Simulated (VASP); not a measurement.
# GaAs (F-43m) in VASP: notebook

The runs below take GaAs through vibrations by perturbation theory, dielectric tensor, with PBEsol, PBE, r2SCAN.

Program: VASP 6.6.1. These are calculated values, not measurements. Logs are shortened: lines on timing, memory, paths and dates and some standing lists are left out, and cuts for length are marked.

### Step 1. The cell of the first run

Symmetry: F-43m, No. 216, cubic system. The conventional cell has a = 5.657 Å, b = 5.657 Å, c = 5.657 Å, α = 90.00°, β = 90.00°, γ = 90.00°. Ga (site symmetry -43m) has 4 As at 2.45 Å within 3.2 Å. As (site symmetry -43m) has 4 Ga at 2.45 Å within 3.2 Å.

### Step 2. Vibrations by perturbation theory, PBEsol

File INCAR:

```
ALGO     = Normal         # electronic algorithm
EDIFF    = 1E-8           # SCF threshold, eV
ENCUT    = 510            # plane-wave cutoff, eV
GGA      = PS             # functional
GGA_COMPAT= F            
IBRION   = 8              # ionic algorithm
ISIF     = 2              # what is computed and relaxed
ISMEAR   = 0              # smearing method
LASPH    = T              # aspherical terms in the spheres
LCHARG   = F              # write CHGCAR
LEPSILON = T              # dielectric tensor by DFPT
LREAL    = F              # projectors in reciprocal space
LWAVE    = F              # write WAVECAR
NBANDS   = 21             # bands
NELM     = 120            # most SCF steps
NSW      = 1              # ionic steps
PREC     = Accurate       # precision mode
SIGMA    = 0.01           # smearing width, eV
```

File KPOINTS:

```
k-points
0
Gamma
  6 6 6
```

File POSCAR:

```
GaAs
1.0
    0.0000000000      2.8287418603      2.8287418603
    2.8287418603      0.0000000000      2.8287418603
    2.8287418603      2.8287418603      0.0000000000
Ga As
1 1
Direct
    0.0000000000      0.0000000000      0.0000000000
    0.2500000000      0.2500000000      0.2500000000
```

Potentials or basis: VASP PAW PBE potentials, release 64 (Ga_d, As_d).

The run is started by

```bash
> cat potpaw_PBE.64/Ga_d/POTCAR potpaw_PBE.64/As_d/POTCAR > POTCAR
> mpirun -np 1 vasp_std > vasp.out
```

OUTCAR:

```text
EDIFF = 1E-8
   ENCUT = 510
   GGA = PS
   IBRION = 8
   ISIF = 2
   ISMEAR = 0
   LASPH = T
   LEPSILON = T
   LREAL = F
   NELM = 120
   NSW = 1
   PREC = Accurate

 ion  position               nearest neighbor table
   1  0.000  0.000  0.000-   2 2.45   2 2.45   2 2.45   2 2.45
   2  0.250  0.250  0.250-   1 2.45   1 2.45   1 2.45   1 2.45

  LATTYP: Found a face centered cubic cell.
 ALAT       =     5.6574837206

  Lattice vectors:

 A1 = (   0.0000000000,   2.8287418603,   2.8287418603)
 A2 = (   2.8287418603,   0.0000000000,   2.8287418603)
 A3 = (   2.8287418603,   2.8287418603,   0.0000000000)

Analysis of symmetry for initial positions (statically):
=====================================================================
 Subroutine PRICEL returns:
 Original cell was already a primitive cell.

 Routine SETGRP: Setting up the symmetry group for a
 face centered cubic supercell.

 Subroutine GETGRP returns: Found 24 space group operations
 (whereof 24 operations were pure point group operations)
 out of a pool of 48 trial point group operations.

The static configuration has the point symmetry T_d .

Analysis of symmetry for dynamics (positions and initial velocities):
=====================================================================
 Subroutine PRICEL returns:
 Original cell was already a primitive cell.

 Routine SETGRP: Setting up the symmetry group for a
 face centered cubic supercell.

 Subroutine GETGRP returns: Found 24 space group operations
 (whereof 24 operations were pure point group operations)
 out of a pool of 48 trial point group operations.

The dynamic configuration has the point symmetry T_d .

 Subroutine INISYM returns: Found 24 space group operations
 (whereof 24 operations are pure point group operations),
 and found     1 'primitive' translations

----------------------------------------------------------------------------------------

                                     Primitive cell

  volume of cell :      45.2699

  direct lattice vectors                    reciprocal lattice vectors
     0.000000000  2.828741860  2.828741860    -0.176757027  0.176757027  0.176757027
     2.828741860  0.000000000  2.828741860     0.176757027 -0.176757027  0.176757027
     2.828741860  2.828741860  0.000000000     0.176757027  0.176757027 -0.176757027

  length of vectors
     4.000445103  4.000445103  4.000445103     0.306152151  0.306152151  0.306152151

  position of ions in fractional coordinates (direct lattice)
     0.000000000  0.000000000  0.000000000
     0.250000000  0.250000000  0.250000000

  ion indices of the primitive-cell ions
   primitive index   ion index
                 1           1
                 2           2

----------------------------------------------------------------------------------------

 KPOINTS: k-points

Automatic generation of k-mesh.
 Grid dimensions read from file:
 generate k-points for:    6    6    6

 Generating k-lattice:

  Cartesian coordinates                     Fractional coordinates (reciprocal lattice)
    -0.029459504  0.029459504  0.029459504     0.166666667  0.000000000  0.000000000
[... 523 lines left out ...]
  ---------------------------------------------------
  free energy    TOTEN  =        -9.72740789 eV

  energy without entropy =       -9.72740789

------------------------ aborting loop because EDIFF is reached ----------------------------------------

--------------------------------------- Ionic step        2  -------------------------------------------

------------------------ aborting loop because EDIFF is reached ----------------------------------------

--------------------------------------- Ionic step        3  -------------------------------------------

------------------------ aborting loop because EDIFF is reached ----------------------------------------

 PIEZOELECTRIC TENSOR FIELD DIRECTION 3  (e Angst)
 -----------------------------------------------------------------------------
     0.00118 -4.81610  0.00000           (  0.00001 -0.01022  0.00000)
    -4.81610  0.00118  0.00000           ( -0.01022  0.00001  0.00000)
     0.00000  0.00000 -0.00400           (  0.00000  0.00000 -0.00000)

 PIEZOELECTRIC TENSOR FIELD DIRECTION 3  (C/m^2)
 -----------------------------------------------------------------------------
     0.00042 -1.70450  0.00000
    -1.70450  0.00042  0.00000
     0.00000  0.00000 -0.00141

--------------------------------------- Ionic step        4  -------------------------------------------

------------------------ aborting loop because EDIFF is reached ----------------------------------------

[... ionic steps 5 to 6 ...]

--------------------------------------- Ionic step        7  -------------------------------------------

 Free energy of the ion-electron system (eV)
  ---------------------------------------------------
  ---------------------------------------------------
  free energy    TOTEN  =        -0.11664790 eV

  energy without entropy =       -0.11664790

------------------------ aborting loop because EDIFF is reached ----------------------------------------

 INTERNAL STRAIN TENSOR  FOR ION    2  DIRECTION 1   (eV/Angst):
 -----------------------------------------------------------------------------
     0.02323  0.00000  0.00000
     0.00000 -0.00906 -6.18360
     0.00000 -6.18360 -0.00906

 MACROSCOPIC STATIC DIELECTRIC TENSOR (including local field effects in DFT)
 ------------------------------------------------------
          76.385616    -0.000000    -0.000000
          -0.000000    76.385616    -0.000000
           0.000000     0.000000    76.385616
 ------------------------------------------------------

 PIEZOELECTRIC TENSOR (including local field effects)  for field in x, y, z        (e  Angst)
          XX          YY          ZZ          XY          YZ          ZX
  --------------------------------------------------------------------------------
  x     0.00000     0.00000    -0.00000    -0.00000    -4.83443     0.00000
  y     0.00000     0.00000    -0.00000     0.00000    -0.00000    -4.83443
  z     0.00000    -0.00000     0.00000    -4.83443     0.00000    -0.00000

 PIEZOELECTRIC TENSOR (including local field effects)  for field in x, y, z        (C/m^2)
          XX          YY          ZZ          XY          YZ          ZX
  --------------------------------------------------------------------------------
  x     0.00000     0.00000    -0.00000    -0.00000    -1.71098     0.00000
  y     0.00000     0.00000    -0.00000     0.00000    -0.00000    -1.71098
  z     0.00000    -0.00000     0.00000    -1.71098     0.00000    -0.00000

 BORN EFFECTIVE CHARGES (including local field effects) (in |e|, cummulative output)
 ---------------------------------------------------------------------------------
 ion    1
    1     2.68774     0.00000     0.00000
    2     0.00000     2.68774     0.00000
    3     0.00000     0.00000     2.68774
 ion    2
    1    -2.68774     0.00000     0.00000
    2     0.00000    -2.68774     0.00000
    3     0.00000     0.00000    -2.68774

 INTERNAL STRAIN TENSOR FOR ION    2 for displacements in x,y,z  (eV/Angst):
          X           Y           Z          XY          YZ          ZX
  --------------------------------------------------------------------------------
  x    -0.00000     0.00000     0.00000     0.00000    -6.18360     0.00000
  y    -0.00000     0.00000    -0.00000     0.00000     0.00000    -6.18360
  z     0.00000     0.00000    -0.00000    -6.18360     0.00000     0.00000

 SECOND DERIVATIVES (NOT SYMMETRIZED)
 ------------------------------------
               1X          1Y          1Z          2X          2Y          2Z
  1X    -9.121216    0.000000    0.000000    9.121216    0.000000    0.000000
  1Y     0.000000   -9.121216    0.000000    0.000000    9.121216    0.000000
  1Z     0.000000    0.000000   -9.121216    0.000000    0.000000    9.121216
  2X     9.276774    0.000000    0.000000   -9.276774    0.000000    0.000000
  2Y     0.000000    9.276774    0.000000    0.000000   -9.276774    0.000000
  2Z     0.000000    0.000000    9.276774    0.000000    0.000000   -9.276774

 Eigenvectors and eigenvalues of the dynamical matrix
 ----------------------------------------------------

   1 f  =    7.888924 THz    49.567574 2PiTHz  263.146191 cm-1    32.625955 meV
             X         Y         Z           dx          dy          dz
      0.000000  0.000000  0.000000     0.000000    0.716762    0.000000
      1.414371  1.414371  1.414371     0.000000   -0.697318    0.000000
[... 21 lines left out ...]
   6 f/i=    0.033339 THz     0.209475 2PiTHz    1.112066 cm-1     0.137879 meV
             X         Y         Z           dx          dy          dz
      0.000000  0.000000  0.000000     0.000000    0.000000   -0.697318
      1.414371  1.414371  1.414371     0.000000    0.000000   -0.716762

--------------------------------------------------------------------------------------------------------

 MACROSCOPIC STATIC DIELECTRIC TENSOR IONIC CONTRIBUTION
 ------------------------------------------------------
           3.138874    -0.000000    -0.000000
          -0.000000     3.138874    -0.000000
          -0.000000    -0.000000     3.138874
 ------------------------------------------------------

 ELASTIC MODULI CONTR FROM IONIC RELAXATION (kBar)
 Direction    XX          YY          ZZ          XY          YZ          ZX
 --------------------------------------------------------------------------------
 XX          -0.0000      0.0000      0.0000      0.0000     -0.0000      0.0000
 YY           0.0000     -0.0000     -0.0000      0.0000      0.0000     -0.0000
 ZZ           0.0000     -0.0000     -0.0000     -0.0000      0.0000      0.0000
 XY           0.0000      0.0000     -0.0000   -144.7231      0.0000      0.0000
 YZ          -0.0000      0.0000      0.0000      0.0000   -144.7231      0.0000
 ZX           0.0000     -0.0000      0.0000      0.0000      0.0000   -144.7231
 --------------------------------------------------------------------------------

 PIEZOELECTRIC TENSOR IONIC CONTR  for field in x, y, z        (C/m^2)
          XX          YY          ZZ          XY          YZ          ZX
  --------------------------------------------------------------------------------
  x     0.00000    -0.00000    -0.00000    -0.00000     0.63420    -0.00000
  y    -0.00000     0.00000    -0.00000    -0.00000    -0.00000     0.63420
  z    -0.00000    -0.00000     0.00000     0.63420    -0.00000    -0.00000
```

Run time: 5.7 min. Hardware: 1 thread of Intel Xeon 6975P-C (Granite Rapids), shared host; peak memory 0.26 GiB.

Results:

- Electronic dielectric tensor (diagonal): 76.39
- Born charges (mean of the diagonal): Ga +2.69; As -2.69 e
- Highest phonon frequency at Γ, LO-TO splitting left out: 263 cm⁻¹

Phonon frequencies in cm⁻¹ (negative: imaginary):
```
              q point           frequencies
(0.000, 0.000, 0.000)  -1 -1 -1 263 263 263
```

Electronic dielectric tensor:
```
76.39  0.00  0.00
 0.00 76.39  0.00
 0.00  0.00 76.39
```

Born effective charge tensors (e):
atom 1, Ga
```
2.69 0.00 0.00
0.00 2.69 0.00
0.00 0.00 2.69
```
atom 2, As
```
-2.69  0.00  0.00
 0.00 -2.69  0.00
 0.00  0.00 -2.69
```

(Part 1 of 2 ends here.)
